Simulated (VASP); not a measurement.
# Ni3Ge (Pm-3m) in VASP: notebook, part 2 of 2

VASP 6.6.1. The steps go on from the part before.

## Step 3: Single point, r2SCAN

This run uses another cell than the first one, of 11.00 Å³/atom.

The input, POSCAR:

```
Ni3Ge
1.0
    3.5303341067      0.0000000000      0.0000000000
    0.0000000000      3.5303341067      0.0000000000
    0.0000000000      0.0000000000      3.5303341067
Ni Ge
3 1
Direct
    0.5000000000      0.0000000000      0.5000000000
    0.0000000000      0.5000000000      0.5000000000
    0.5000000000      0.5000000000      0.0000000000
    0.0000000000      0.0000000000      0.0000000000
```

The input, INCAR.step1:

```
SYSTEM = Ni3Ge
PREC = Accurate
ENCUT = 520
ISMEAR = 0
SIGMA = 0.1
LREAL = .False.
LASPH = .True.
NELM = 100
NBANDS = 30
GGA = PE
ALGO = Normal
EDIFF = 1E-4
LWAVE = .True.
LCHARG = .False.
```

The input, INCAR.step2:

```
SYSTEM = Ni3Ge
PREC = Accurate
ENCUT = 520
EDIFF = 1E-7
ISMEAR = 0
SIGMA = 0.1
LREAL = .False.
LASPH = .True.
NELM = 100
ALGO = Normal
ISIF = 2
LWAVE = .False.
LCHARG = .False.
METAGGA = R2SCAN
LMIXTAU = .True.
NBANDS = 30
ISTART = 1
```

The input, KPOINTS:

```
regular mesh
0
Gamma
  12 12 12
  0 0 0
```

Potentials or basis: VASP PAW PBE potentials, release 64 (Ni, Ge_d).

On the command line:

```sh
> cat potpaw_PBE.64/Ni/POTCAR potpaw_PBE.64/Ge_d/POTCAR > POTCAR
> cp INCAR.step1 INCAR
> mpirun -np 1 vasp_std > vasp.out
> cp INCAR.step2 INCAR
> mpirun -np 1 vasp_std > vasp.out
```

Wall time 14 min (1 thread of Intel Xeon 8259CL, shared host); peak memory 0.24 GiB.

Results (log left out):

| Item | Value |
| --- | --- |
| Free energy | -50.7517 eV |
| Pressure | 0.8 GPa |
| Band gap on the k mesh | zero (bands 22 and 23 overlap by 0.26 eV) |

Levels at points of the mesh, in eV from the Fermi level:
| k point | band 18 | band 19 | band 20 | band 21 | band 22 | band 23 | band 24 | band 25 | band 26 | band 27 |
| --- | --- | --- | --- | --- | --- | --- | --- | --- | --- | --- |
| (0.00, 0.00, 0.00) | -1.04 | -0.70 | -0.70 | -0.36 | 0.04 | 0.04 | 0.04 | 4.29 | 7.17 | 7.17 |
| (0.50, 0.00, 0.00) | -1.32 | -1.32 | -1.22 | -0.65 | 0.04 | 3.74 | 3.74 | 5.18 | 6.03 | 6.03 |
| (0.50, 0.50, 0.00) | -1.51 | -1.30 | -1.16 | -0.98 | -0.94 | 0.62 | 0.62 | 5.90 | 6.93 | 9.02 |
| (0.50, 0.50, 0.50) | -1.46 | -1.22 | -1.22 | -0.55 | -0.22 | -0.22 | -0.22 | 0.78 | 4.44 | 4.44 |

Caveat: the PAW data sets were made with another functional, which shifts forces and pressure a little.

## Step 4: Single point, r2SCAN

This run uses another cell than the first one, of 11.00 Å³/atom.

POSCAR is that of step 3.

The input, INCAR.step1:

```
PREC     = Accurate       # precision mode
ENCUT    = 520            # plane-wave cutoff, eV
ISMEAR   = 0              # smearing method
SIGMA    = 0.3            # smearing width, eV
LREAL    = False          # projectors in reciprocal space
LASPH    = True           # aspherical terms in the spheres
NELM     = 60             # most SCF steps
NBANDS   = 30             # bands
GGA      = PE             # functional
ALGO     = Normal         # electronic algorithm
EDIFF    = 1E-4           # SCF threshold, eV
LWAVE    = True           # write WAVECAR
LCHARG   = False          # write CHGCAR
```

The input, INCAR.step2:

```
PREC     = Accurate       # precision mode
ENCUT    = 520            # plane-wave cutoff, eV
EDIFF    = 1E-7           # SCF threshold, eV
ISMEAR   = 0              # smearing method
SIGMA    = 0.3            # smearing width, eV
LREAL    = False          # projectors in reciprocal space
LASPH    = True           # aspherical terms in the spheres
NELM     = 60             # most SCF steps
ALGO     = Normal         # electronic algorithm
ISIF     = 2              # what is computed and relaxed
LWAVE    = False          # write WAVECAR
LCHARG   = False          # write CHGCAR
METAGGA  = R2SCAN         # meta-GGA
LMIXTAU  = True         
NBANDS   = 30             # bands
ISTART   = 1
```

The input, KPOINTS:

```
regular mesh
0
Gamma
  12 12 12
```

Potentials or basis: VASP PAW PBE potentials, release 64 (Ni, Ge_d).

On the command line:

```sh
> cat potpaw_PBE.64/Ni/POTCAR potpaw_PBE.64/Ge_d/POTCAR > POTCAR
> cp INCAR.step1 INCAR
> mpirun -np 1 vasp_std > vasp.out
> cp INCAR.step2 INCAR
> mpirun -np 1 vasp_std > vasp.out
```

OUTCAR:

```text
PREC = Accurate
   ENCUT = 520
   EDIFF = 1E-7
   ISMEAR = 0
   LREAL = False
   LASPH = True
   NELM = 60
   ISIF = 2
   METAGGA = R2SCAN
   ISTART = 1

 ion  position               nearest neighbor table
   1  0.500  0.000  0.500-   2 2.50   3 2.50   4 2.50   3 2.50   4 2.50   2 2.50   3 2.50   3 2.50
                             2 2.50   4 2.50   4 2.50   2 2.50
   2  0.000  0.500  0.500-   1 2.50   3 2.50   4 2.50   3 2.50   4 2.50   1 2.50   4 2.50   4 2.50
                             1 2.50   3 2.50   3 2.50   1 2.50
[... 998 lines left out ...]
  --------------------------------------------------------------------------------------
  -------------------------------------------------------------------------------------
  Total        0.2537367      0.2537367      0.2537367      0.0000000      0.0000000      0.0000000
  in kB        9.2394577      9.2394577      9.2394577      0.0000000      0.0000000      0.0000000
  external PRESSURE =       9.2394577 kB  Pullay stress =       0.0000000 kB

 VOLUME and BASIS-vectors are now :
 -----------------------------------------------------------------------------
  energy-cutoff  :      520.00
  volume of cell :       44.00
      direct lattice vectors                 reciprocal lattice vectors
     3.530334107  0.000000000  0.000000000     0.283259309  0.000000000  0.000000000
     0.000000000  3.530334107  0.000000000     0.000000000  0.283259309  0.000000000
     0.000000000  0.000000000  3.530334107     0.000000000  0.000000000  0.283259309

 POSITION                                       TOTAL-FORCE (eV/Angst)
 -----------------------------------------------------------------------------------
      1.76517      0.00000      1.76517         0.000000      0.000000      0.000000
      0.00000      1.76517      1.76517         0.000000      0.000000      0.000000
      1.76517      1.76517      0.00000         0.000000      0.000000      0.000000
      0.00000      0.00000      0.00000         0.000000      0.000000      0.000000
 -----------------------------------------------------------------------------------
    total drift:                                0.000000      0.000000      0.000000

  FREE ENERGIE OF THE ION-ELECTRON SYSTEM (eV)
  ---------------------------------------------------
  free  energy   TOTEN  =       -50.7905680414 eV

  energy  without entropy=      -50.7014156885  energy(sigma->0) =      -50.74599186
```

Run time: 15 min. Hardware: 1 thread of Intel Xeon 8259CL, shared host; peak memory 0.24 GiB.

Results:

| Quantity | Value |
| --- | --- |
| Free energy | -50.7906 eV |
| Pressure | 0.9 GPa |
| Band gap on the k mesh | zero (bands 22 and 23 overlap by 0.26 eV) |

Caveat: so wide a smearing shifts energies and pressures; the PAW data sets were made with another functional, which shifts forces and pressure a little. Spin polarisation is off, so any magnetic state and its effect on volume and gap are missing.

## Step 5: The runs side by side

| level | cell | smearing | gap on the mesh (eV) | pressure (GPa) |
| --- | --- | --- | --- | --- |
| r2SCAN+D3(BJ) | a = 3.523 Å, 4 atoms | gaussian 0.1 eV | none | -1.3 |
| r2SCAN | a = 3.530 Å, 4 atoms | gaussian 0.1 eV | none | 0.8 |
| r2SCAN | a = 3.530 Å, 4 atoms | gaussian 0.3 eV | none | 0.9 |

Alike in all rows: task single point; potentials or basis VASP PAW PBE potentials, release 64 (Ni, Ge_d); no spin polarisation; k mesh 12 × 12 × 12; cutoff (eV) 520.

Caveats: the PAW data sets were made with another functional, which shifts forces and pressure a little; three body term missing (at least some runs); so wide a smearing shifts energies and pressures (at least some runs).

Total energies depend on the potentials used, so only differences within one code and one set of settings carry meaning.
